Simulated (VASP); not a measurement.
# GaSb (Immm) in VASP: further runs

Runs on GaSb. Level: PBE. Tasks: single point, relaxation of cell and atoms.

Everything below comes from runs of VASP 6.6.1. Logs are shortened: lines on timing, memory, paths and dates and some standing lists are left out, and cuts for length are marked.

### Step 1. The cell of the first run

Symmetry: Immm, No. 71, orthorhombic system. The conventional cell has a = 3.132 Å, b = 5.055 Å, c = 5.596 Å, α = 90.00°, β = 90.00°, γ = 90.00°. Within 3.7 Å of Sb (site symmetry mmm) lie 6 Ga at 2.80 to 2.97 Å and 2 Sb at 3.13 Å. Ga (site symmetry mmm) has 6 Sb at 2.80 to 2.97 Å and 2 Ga at 3.13 Å within 3.7 Å.

### Step 2. Single point, PBE

The input, INCAR:

```
PREC = Accurate
ENCUT = 520
EDIFF = 1E-7
ISMEAR = -1
SIGMA = 0.05
LREAL = F
LASPH = T
NELM = 80
ALGO = Normal
ISIF = 2
LWAVE = F
LCHARG = T
GGA = PE
LELF = T
LVHAR = T
NBANDS = 16
```

The input, KPOINTS:

```
regular mesh
0
Gamma
  10 10 10
```

The input, POSCAR:

```
GaSb
1.0
   -1.5658897941      2.5274718791      2.7981185728
    1.5658897941     -2.5274718791      2.7981185728
    1.5658897941      2.5274718791     -2.7981185728
Sb Ga
1 1
Direct
    0.5000000000      0.5000000000      0.0000000000
    0.0000000000      0.0000000000      0.0000000000
```

Potentials or basis: VASP PAW PBE potentials, release 64 (Sb, Ga_d).

The run is started by

```sh
$ cat potpaw_PBE.64/Sb/POTCAR potpaw_PBE.64/Ga_d/POTCAR > POTCAR
$ mpirun -np 1 vasp_std > vasp.out
```

OUTCAR:

```text
PREC = Accurate
   ENCUT = 520
   EDIFF = 1E-7
   ISMEAR = -1
   LREAL = F
   LASPH = T
   NELM = 80
   ISIF = 2
   GGA = PE

 ion  position               nearest neighbor table
   1  0.500  0.500  0.000-   2 2.80   2 2.80   2 2.97   2 2.97   2 2.97   2 2.97
   2  0.000  0.000  0.000-   1 2.80   1 2.80   1 2.97   1 2.97   1 2.97   1 2.97

  LATTYP: Found a body centered orthorhombic cell.
 ALAT       =     3.1317795882
 B/A-ratio  =     1.6140803067
 C/A-ratio  =     1.7869192221

  Lattice vectors:

 A1 = (  -1.5658897941,   2.5274718791,   2.7981185728)
 A2 = (   1.5658897941,  -2.5274718791,   2.7981185728)
 A3 = (   1.5658897941,   2.5274718791,  -2.7981185728)

Analysis of symmetry for initial positions (statically):
=====================================================================
 Subroutine PRICEL returns:
 Original cell was already a primitive cell.

 Routine SETGRP: Setting up the symmetry group for a
 body centered orthorhombic supercell.

 Subroutine GETGRP returns: Found  8 space group operations
 (whereof  8 operations were pure point group operations)
 out of a pool of  8 trial point group operations.

The static configuration has the point symmetry D_2h.

Analysis of symmetry for dynamics (positions and initial velocities):
=====================================================================
 Subroutine PRICEL returns:
 Original cell was already a primitive cell.

 Routine SETGRP: Setting up the symmetry group for a
 body centered orthorhombic supercell.

 Subroutine GETGRP returns: Found  8 space group operations
 (whereof  8 operations were pure point group operations)
 out of a pool of  8 trial point group operations.

The dynamic configuration has the point symmetry D_2h.

 Subroutine INISYM returns: Found  8 space group operations
 (whereof  8 operations are pure point group operations),
 and found     1 'primitive' translations

----------------------------------------------------------------------------------------

                                     Primitive cell

  volume of cell :      44.2969

  direct lattice vectors                    reciprocal lattice vectors
    -1.565889794  2.527471879  2.798118573     0.000000000  0.197826138  0.178691498
     1.565889794 -2.527471879  2.798118573     0.319307273  0.000000000  0.178691498
     1.565889794  2.527471879 -2.798118573     0.319307273  0.197826138  0.000000000

  length of vectors
     4.082841228  4.082841228  4.082841228     0.266581755  0.365906800  0.375622570

  position of ions in fractional coordinates (direct lattice)
     0.500000000  0.500000000  0.000000000
     0.000000000  0.000000000  0.000000000

  ion indices of the primitive-cell ions
   primitive index   ion index
                 1           1
                 2           2

----------------------------------------------------------------------------------------

 KPOINTS: regular mesh

Automatic generation of k-mesh.
 Grid dimensions read from file:
 generate k-points for:   10   10   10

 Generating k-lattice:

  Cartesian coordinates                     Fractional coordinates (reciprocal lattice)
     0.000000000  0.019782614  0.017869150     0.100000000  0.000000000  0.000000000
     0.031930727  0.000000000  0.017869150     0.000000000  0.100000000  0.000000000
     0.031930727  0.019782614  0.000000000     0.000000000  0.000000000  0.100000000

  Length of vectors
     0.026658176  0.036590680  0.037562257

  Shift w.r.t. Gamma in fractional coordinates (k-lattice)
     0.000000000  0.000000000  0.000000000

 Subroutine IBZKPT returns following result:
 ===========================================

 Found    171 irreducible k-points:

 Following reciprocal coordinates:
            Coordinates               Weight
  0.000000  0.000000  0.000000      1.000000
  0.100000 -0.000000  0.000000      4.000000
  0.200000 -0.000000  0.000000      4.000000
  0.300000  0.000000  0.000000      4.000000
  0.400000  0.000000  0.000000      4.000000
  0.500000 -0.000000  0.000000      2.000000
[... 16 lines left out ...]
 -0.400000  0.200000 -0.000000      8.000000
 -0.300000  0.200000 -0.000000      8.000000
 [... further k-points ...]
   k-points           NKPTS =    171   k-points in BZ     NKDIM =    171   number of bands    NBANDS=     16
   number of dos      NEDOS =    301   number of ions     NIONS =      2
   total plane-waves  NPLWV =  27000
   dimension x,y,z NGX =    30 NGY =   30 NGZ =   30
   dimension x,y,z NGXF=    60 NGYF=   60 NGZF=   60
   ions per type =               1   1
   NGX,Y,Z   is equivalent  to a cutoff of  12.22, 12.22, 12.22 a.u.
   NGXF,Y,Z  is equivalent  to a cutoff of  24.43, 24.43, 24.43 a.u.
 SYSTEM =  unknown system
   PREC   = accura    normal or accurate (medium, high low for compatibility)
   ISTART =      0    job   : 0-new  1-cont  2-samecut
   ICHARG =      2    charge: 1-file 2-atom 10-const
   ISPIN  =      1    spin polarized calculation?
   LNONCOLLINEAR =      F non collinear calculations
   LSORBIT =      F    spin-orbit coupling
   LASPH  =      T    aspherical Exc in radial PAW
   ENCUT  =  520.0 eV  38.22 Ry    6.18 a.u.   7.59  7.59  7.59*2*pi/ulx,y,z
   NELM   =     80;   NELMIN=  2; NELMDL= -5     # of ELM steps
   EDIFF  = 0.1E-06   stopping-criterion for ELM
   LREAL  =      F    real-space projection
   EDIFFG = 0.1E-05   stopping-criterion for IOM
   NSW    =      0    number of steps for IOM
   IBRION =     -1    ionic relax: 0-MD 1-quasi-New 2-CG
   NFREE  =      0    steps in history (QN), initial steepest desc. (CG)
   ISIF   =      2    stress and relaxation
   ISYM   =      2    0-nonsym 1-usesym 2-fastsym
   POTIM  = 0.5000    time-step for ionic-motion
   TEBEG  =    0.0;   TEEND  =   0.0 temperature during run
   PSTRESS=    0.0 pullay stress
   NELECT =      18.0000    total number of electrons
   NUPDOWN=      -1.0000    fix difference up-down
   EMIN   =  10.00;   EMAX   =-10.00  energy-range for DOS
   EFERMI =   0.00;   METHOD = LEGACY
   ISMEAR =    -1;   SIGMA  =   0.05  broadening in eV -4-tet -1-fermi 0-gaus
   EFERMI_NEDOS =   21; number of points for ismear=-14 and -15
   IALGO  =     38    algorithm
   IMIX   =      4    mixing-type and parameters
     AMIX     =   0.40;   BMIX     =  1.00
     AMIX_MAG =   1.60;   BMIX_MAG =  1.00
  volume/ion in A,a.u.               =      22.15       149.47
  Fermi-wavevector in a.u.,A,eV,Ry     =   1.212573  2.291430 20.005089  1.470333
  Thomas-Fermi vector in A             =   2.348052
   LORBIT       =      0    0 simple, 1 ext, 2 COOP (PROOUT), +10 PAW based schemes
   GGA     = PE    functional components
   LHFCALC =     F    Hartree Fock is set to
   AEXX    =    0.0000 exact exchange contribution
   IVDW    =     0    specifies the selected vdW correction
   LEPSILON=     F    determine dielectric tensor
   LRPA    =     F    only Hartree local field effects (RPA)
 non-spin polarized calculation
  energy-cutoff  :      520.00
  volume of cell :       44.30
 maximum number of plane-waves:      1210
   NGX = 15   NGY = 15   NGZ = 15

 number of electron      18.0000003 magnetization

 Free energy of the ion-electron system (eV)
  ---------------------------------------------------
  ext. energy  EPLUGINS =         0.00000000
  ---------------------------------------------------
  free energy    TOTEN  =        -6.92995437 eV

  energy without entropy =       -6.92418608  energy(sigma->0) =       -6.92707022

 E-fermi :   7.6140     XC(G=0): -10.6384

 val. band max:        7.6020987388   @ k =   0.4000   0.1000   0.1000
 cond. band min:       7.6327961425   @ k =  -0.3000  -0.2000   0.1000
 fundamental gap:      0.0306974037
 Fermi energy:         7.6139635586

 k-point     1 :       0.0000    0.0000    0.0000
  band No.  band energies     occupation
      1      -7.4815      2.00000
      2      -7.3943      2.00000
      3      -7.3936      2.00000
      4      -7.3786      2.00000
      5      -7.3404      2.00000
      6      -5.0281      2.00000
[... 8 lines left out ...]
     15      16.9580      0.00000
     16      17.7772      0.00000

 k-point     2 :       0.1000   -0.0000    0.0000
  band No.  band energies     occupation
      1      -7.4807      2.00000
      2      -7.3970      2.00000
      3      -7.3921      2.00000
      4      -7.3786      2.00000
      5      -7.3401      2.00000
      6      -4.9303      2.00000
[... 8 lines left out ...]
     15      17.1389      0.00000
     16      18.0771      0.00000

 k-point     3 :       0.2000   -0.0000    0.0000
  band No.  band energies     occupation
      1      -7.4788      2.00000
      2      -7.4041      2.00000
      3      -7.3881      2.00000
      4      -7.3787      2.00000
      5      -7.3391      2.00000
      6      -4.6408      2.00000
[... 8 lines left out ...]
     15      16.6830      0.00000
     16      18.0140      0.00000

 k-point     4 :       0.3000    0.0000    0.0000
  band No.  band energies     occupation
      1      -7.4771      2.00000
      2      -7.4126      2.00000
      3      -7.3833      2.00000
      4      -7.3790      2.00000
      5      -7.3377      2.00000
      6      -4.1802      2.00000
[... 8 lines left out ...]
     15      16.3900      0.00000
     16      17.2860      0.00000
[... 324 lines left out ...]
 k-point    22 :       0.5000    0.2000    0.0000
  band No.  band energies     occupation
      1      -7.4345      2.00000
      2      -7.4187      2.00000
      3      -7.4043      2.00000
      4      -7.3754      2.00000
      5      -7.3570      2.00000
      6      -2.8574      2.00000
[... 8 lines left out ...]
     15      19.2298      0.00000
     16      19.5244      0.00000

 k-point    23 :      -0.4000    0.2000   -0.0000
  band No.  band energies     occupation
      1      -7.4366      2.00000
      2      -7.4160      2.00000
      3      -7.3999      2.00000
      4      -7.3793      2.00000
      5      -7.3564      2.00000
      6      -3.4000      2.00000
[... 8 lines left out ...]
     15      17.0804      0.00000
     16      18.2572      0.00000

 k-point    24 :      -0.3000    0.2000   -0.0000
  band No.  band energies     occupation
      1      -7.4362      2.00000
      2      -7.4132      2.00000
      3      -7.3960      2.00000
      4      -7.3829      2.00000
      5      -7.3575      2.00000
      6      -3.8757      2.00000
[... 8 lines left out ...]
     15      15.4315      0.00000
     16      17.1090      0.00000

 [... further k-points ...]

------------------------ aborting loop because EDIFF is reached ----------------------------------------

  FORCE on cell =-STRESS in cart. coord.  units (eV):
  Direction    XX          YY          ZZ          XY          YZ          ZX
  --------------------------------------------------------------------------------------
  -------------------------------------------------------------------------------------
  Total        1.3829415      1.3877178      1.4023994      0.0000000      0.0000000      0.0000000
  in kB       50.0196632     50.1924182     50.7234347      0.0000000      0.0000000      0.0000000
  external PRESSURE =      50.3118387 kB  Pullay stress =       0.0000000 kB

 VOLUME and BASIS-vectors are now :
 -----------------------------------------------------------------------------
  energy-cutoff  :      520.00
  volume of cell :       44.30
      direct lattice vectors                 reciprocal lattice vectors
    -1.565889794  2.527471879  2.798118573     0.000000000  0.197826138  0.178691498
     1.565889794 -2.527471879  2.798118573     0.319307273  0.000000000  0.178691498
     1.565889794  2.527471879 -2.798118573     0.319307273  0.197826138  0.000000000

 POSITION                                       TOTAL-FORCE (eV/Angst)
 -----------------------------------------------------------------------------------
      0.00000      0.00000      2.79812        -0.000000      0.000000     -0.000000
      0.00000      0.00000      0.00000         0.000000     -0.000000      0.000000
 -----------------------------------------------------------------------------------
    total drift:                                0.000000      0.000000      0.000000

  FREE ENERGIE OF THE ION-ELECTRON SYSTEM (eV)
  ---------------------------------------------------
  free  energy   TOTEN  =        -6.9299543660 eV

  energy  without entropy=       -6.9241860829  energy(sigma->0) =       -6.92707022
```

Run time: 59 s. Hardware: 1 thread of Intel Xeon 6975P-C (Granite Rapids), shared host; peak memory 0.26 GiB.

Results:

| Quantity | Value |
| --- | --- |
| Free energy | -6.9300 eV |
| Pressure | 5.0 GPa |
| Band gap on the k mesh | zero (bands 9 and 10 overlap by 5.71 eV) |

Caveat: the cell stands under pressure; spin-orbit coupling is left out, which moves the levels of the heavy elements.

### Step 3. Single point, PBE

This run uses another cell than the first one, of 23.14 Å³/atom.

The input, INCAR:

```
PREC = Accurate ; ENCUT = 520
EDIFF = 1E-6 ; ISMEAR = -1
SIGMA = 0.05 ; LREAL = False
LASPH = True ; NELM = 80
ALGO = Normal ; ISIF = 2
LWAVE = False ; LCHARG = False
GGA = PE ; NBANDS = 16
```

KPOINTS is that of step 2.

The input, POSCAR:

```
GaSb
1.0
   -1.5932075493      2.5588233005      2.8375275353
    1.5932075493     -2.5588233005      2.8375275353
    1.5932075493      2.5588233005     -2.8375275353
Sb Ga
1 1
Direct
    0.5000000000      0.5000000000      0.0000000000
    0.0000000000      0.0000000000      0.0000000000
```

Potentials or basis: VASP PAW PBE potentials, release 64 (Sb, Ga_d).

The run is started by

```sh
$ cat potpaw_PBE.64/Sb/POTCAR potpaw_PBE.64/Ga_d/POTCAR > POTCAR
$ mpirun -np 1 vasp_std > vasp.out
```

OUTCAR:

```text
PREC = Accurate
   ENCUT = 520
   EDIFF = 1E-6
   ISMEAR = -1
   LREAL = False
   LASPH = True
   NELM = 80
   ISIF = 2
   GGA = PE

 ion  position               nearest neighbor table
   1  0.500  0.500  0.000-   2 2.84   2 2.84   2 3.01   2 3.01   2 3.01   2 3.01
   2  0.000  0.000  0.000-   1 2.84   1 2.84   1 3.01   1 3.01   1 3.01   1 3.01

  LATTYP: Found a body centered orthorhombic cell.
 ALAT       =     3.1864150986
 B/A-ratio  =     1.6060828369
 C/A-ratio  =     1.7810156226

  Lattice vectors:

 A1 = (  -1.5932075493,   2.5588233005,   2.8375275353)
 A2 = (   1.5932075493,  -2.5588233005,   2.8375275353)
 A3 = (   1.5932075493,   2.5588233005,  -2.8375275353)

Analysis of symmetry for initial positions (statically):
=====================================================================
 Subroutine PRICEL returns:
 Original cell was already a primitive cell.

 Routine SETGRP: Setting up the symmetry group for a
 body centered orthorhombic supercell.

 Subroutine GETGRP returns: Found  8 space group operations
 (whereof  8 operations were pure point group operations)
[... 161 lines left out ...]
  energy without entropy =       -6.96616030  energy(sigma->0) =       -6.96942717

 E-fermi :   7.0801     XC(G=0): -10.4347

 val. band max:        7.0740558883   @ k =   0.4000   0.1000   0.1000
 cond. band min:       7.1129926260   @ k =  -0.4000   0.2000  -0.0000
 fundamental gap:      0.0389367377
 Fermi energy:         7.0800913184

 k-point     1 :       0.0000    0.0000    0.0000
  band No.  band energies     occupation
      1      -7.9447      2.00000
      2      -7.8641      2.00000
      3      -7.8623      2.00000
      4      -7.8562      2.00000
      5      -7.8204      2.00000
      6      -5.2009      2.00000
[... 433 lines left out ...]
      3      -7.8673      2.00000
      4      -7.8536      2.00000
      5      -7.8345      2.00000
      6      -4.1022      2.00000
[... 8 lines left out ...]
     15      14.8899      0.00000
     16      16.4374      0.00000

 [... further k-points ...]

------------------------ aborting loop because EDIFF is reached ----------------------------------------

  FORCE on cell =-STRESS in cart. coord.  units (eV):
  Direction    XX          YY          ZZ          XY          YZ          ZX
  --------------------------------------------------------------------------------------
  -------------------------------------------------------------------------------------
  Total        0.5679760      0.5761336      0.5913624      0.0000000      0.0000000      0.0000000
  in kB       19.6665358     19.9489968     20.4763022      0.0000000      0.0000000      0.0000000
  external PRESSURE =      20.0306116 kB  Pullay stress =       0.0000000 kB

 VOLUME and BASIS-vectors are now :
 -----------------------------------------------------------------------------
  energy-cutoff  :      520.00
  volume of cell :       46.27
      direct lattice vectors                 reciprocal lattice vectors
    -1.593207549  2.558823300  2.837527535     0.000000000  0.195402316  0.176209744
     1.593207549 -2.558823300  2.837527535     0.313832307  0.000000000  0.176209744
     1.593207549  2.558823300 -2.837527535     0.313832307  0.195402316  0.000000000

 POSITION                                       TOTAL-FORCE (eV/Angst)
 -----------------------------------------------------------------------------------
      0.00000      0.00000      2.83753        -0.000000      0.000000     -0.000000
      0.00000      0.00000      0.00000         0.000000     -0.000000      0.000000
 -----------------------------------------------------------------------------------
    total drift:                               -0.000000     -0.000000     -0.000000

  FREE ENERGIE OF THE ION-ELECTRON SYSTEM (eV)
  ---------------------------------------------------
  free  energy   TOTEN  =        -6.9726940427 eV

  energy  without entropy=       -6.9661603049  energy(sigma->0) =       -6.96942717
```

OSZICAR:

```text
N       E                     dE             d eps       ncg     rms          rms(c)
DAV:   1     0.783615814773E+02    0.78362E+02   -0.86025E+03  5584   0.148E+03
DAV:   2    -0.139544462345E+01   -0.79757E+02   -0.76880E+02  6432   0.299E+02
DAV:   3    -0.690352747107E+01   -0.55081E+01   -0.54864E+01  6624   0.610E+01
DAV:   4    -0.699048807662E+01   -0.86961E-01   -0.86949E-01  6888   0.845E+00
DAV:   5    -0.699244575436E+01   -0.19577E-02   -0.19576E-02  7032   0.114E+00    0.248E+00
DAV:   6    -0.697533314766E+01    0.17113E-01   -0.37531E-02  7272   0.324E+00    0.140E+00
DAV:   7    -0.697273941235E+01    0.25937E-02   -0.11380E-02  8088   0.122E+00    0.245E-01
DAV:   8    -0.697268087024E+01    0.58542E-04   -0.14338E-03  7184   0.509E-01    0.393E-02
DAV:   9    -0.697269323183E+01   -0.12362E-04   -0.92456E-05  6744   0.764E-02    0.160E-02
DAV:  10    -0.697269427228E+01   -0.10404E-05   -0.50208E-06  7208   0.175E-02    0.274E-03
DAV:  11    -0.697269404271E+01    0.22957E-06   -0.55482E-07  4800   0.542E-03
   1 F= -.69726940E+01 E0= -.69694272E+01  d E =-.653374E-02
```

stdout:

```text
POSCAR found type information on POSCAR SbGa
 POSCAR found :  2 types and       2 ions
 scaLAPACK will be used
 LDA part: xc-table for (Slater+PW92), standard interpolation
 POSCAR, INCAR and KPOINTS ok, starting setup
 FFT: planning ... GRIDC
 FFT: planning ... GRID_SOFT
 FFT: planning ... GRID
 WAVECAR not read
 entering main loop
```

Wall time 42 s (1 thread of Intel Xeon 6975P-C (Granite Rapids), shared host); peak memory 0.27 GiB.

Results:

```
Free energy            : -6.9727 eV
Pressure               : 2.0 GPa
Band gap on the k mesh : zero (bands 9 and 10 overlap by 5.39 eV)
```

Levels at points of the mesh, in eV from the Fermi level:
```
           k point  band 7  band 8  band 9  band 10  band 11  band 12
(0.00, 0.00, 0.00)   -2.59   -2.12   -1.55     3.48     4.65     6.43
(0.50, 0.00, 0.00)   -8.29   -0.04    1.56     2.70     3.16     4.06
(0.00, 0.50, 0.00)   -6.49   -1.78   -0.48    -0.32     0.88     2.84
(0.50, 0.50, 0.00)   -5.33   -3.21   -2.28    -2.09     3.08     4.36
(0.50, 0.50, 0.50)   -5.82   -5.40   -4.94     2.27     6.17    10.08
```

Caveat: spin-orbit coupling is left out, which moves the levels of the heavy elements.

(Part 1 of 2 ends here.)

The gap in the log of VASP goes by the Fermi energy; the results here count the filled bands.